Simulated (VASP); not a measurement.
**BiB: single point with PBEsol**

Crystal: BiB.

```
B Bi
1.0
     7.73115    0.00000    0.00000
    -3.86558    6.69537    0.00000
     0.00000    0.00000    6.37545
B Bi
8 8
Direct
  0.16985 0.34468 0.00890
  0.33132 0.14957 0.48420
  0.16335 0.84304 0.00465
  0.33445 0.65639 0.48835
  0.66272 0.33212 0.98373
  0.83536 0.16180 0.51216
  0.67685 0.84552 0.00039
  0.82097 0.65794 0.50980
  0.17183 0.32837 0.37944
  0.32081 0.16859 0.86475
  0.14143 0.81496 0.38013
  0.33286 0.67040 0.88373
  0.67169 0.33554 0.36621
  0.85483 0.18778 0.87428
  0.67154 0.82909 0.37336
  0.83528 0.66573 0.87666
```

- Program: VASP 6.6.1
- Task: single point
- Functional: PBEsol
- Potentials or basis: VASP PAW PBE potentials, release 64 (B, Bi_d)
- Cutoff: 520 eV
- k mesh: 3 × 3 × 2
- Occupations: fermi-dirac, width 0.039 eV
- Spin: no spin polarisation
- Dipole correction: no
- Further INCAR settings: LREAL = Auto; ALGO = Normal; EDIFF = 1e-07; NBANDS = 86

```json
{
  "Pressure": "-1.2 GPa",
  "Largest force": "1.611 eV/Å",
  "Band gap on the k mesh": "0.07 eV"
}
```

Forces on the atoms (eV/Å):
```
B    0.479  0.043  0.038
B   -0.064  0.393  0.457
B    0.260 -0.420 -0.045
B   -0.416  0.553  0.748
B   -0.084 -0.061  0.504
B    0.038  0.233 -0.850
B   -0.038 -0.061 -0.179
B   -0.021 -0.165 -0.123
Bi  -0.272 -0.455 -0.163
Bi   0.825  0.118  0.090
Bi   1.434  0.410 -0.416
Bi   0.269  0.835 -0.610
Bi  -0.029 -0.956  0.118
Bi  -1.071 -1.178  0.250
Bi  -0.749  0.472  0.102
Bi  -0.561  0.237  0.078
```

Stress tensor (GPa, compression positive):
```
-0.98  0.29  0.14
 0.29 -0.43  0.08
 0.14  0.08 -2.31
```

Levels at points of the mesh, in eV from the valence-band top:
```tsv
k point	band 69	band 70	band 71	band 72	band 73	band 74	band 75	band 76
(0.00, 0.00, 0.00)	-1.58	-0.21	-0.17	0.00	0.07	0.29	0.32	0.49
(0.00, 0.00, 0.50)	-1.15	-1.11	-0.98	-0.97	0.34	0.35	0.45	0.49
```

Run time: 5.7 min on 1 thread of AMD EPYC 9R45 96-Core Processor (Zen 5) (shared host), peak memory 0.48 GiB.

Caveat: the k points lie up to 0.49 Å⁻¹ apart; the atoms stand as in a frame of molecular dynamics; the structure was generated, so it needn't be the stable form of BiB; the PAW data sets were made with another functional, which shifts forces and pressure a little; spin-orbit coupling is left out, which moves the levels of the heavy elements. A k mesh can miss the band edges.
